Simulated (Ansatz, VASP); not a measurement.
## Pt in VASP and in Ansatz

```
CELL_PARAMETERS angstrom
2.76067 0.00000 0.00000
-1.38033 2.39081 0.00000
0.00000 0.00000 4.98382
ATOMIC_POSITIONS crystal
Pt 0.33333 0.66667 0.25000
Pt 0.66667 0.33333 0.75000
```

Alike in both runs: task single point; functional PBEsol; k mesh 9 × 9 × 5; occupations fermi-dirac, width 0.05 eV; no spin polarisation.

|  | VASP | Ansatz |
| --- | --- | --- |
| version | VASP 6.6.1 | Ansatz 0.2.0 |
| potentials or method | VASP PAW PBE potentials, release 64 (Pt) | Ansatz PAW |
| plane-wave cutoff (eV) | 520 | 420 |
| valence electrons in the cell | 20 | 36 |

|  | VASP | Ansatz | Ansatz less VASP |
| --- | --- | --- | --- |
| gap on the k mesh at the Fermi level (eV) | none | none | - |
| pressure (GPa) | -17.9 | -17.5 | +0.39 |
| traceless stress, the component that is largest in VASP (GPa) | -3.81 | -3.79 | +0.023 |

VASP's potentials were made for PBE, not for PBEsol. A gap of «none» marks a metal or a gap that the smearing closes. The functional is the same, so the differences come from potentials, cutoffs and numerics. VASP's potentials hold 20 valence electrons a cell and Ansatz's 36, so a difference there can come from the potentials and not from the codes.

Neither program's run includes spin-orbit coupling.
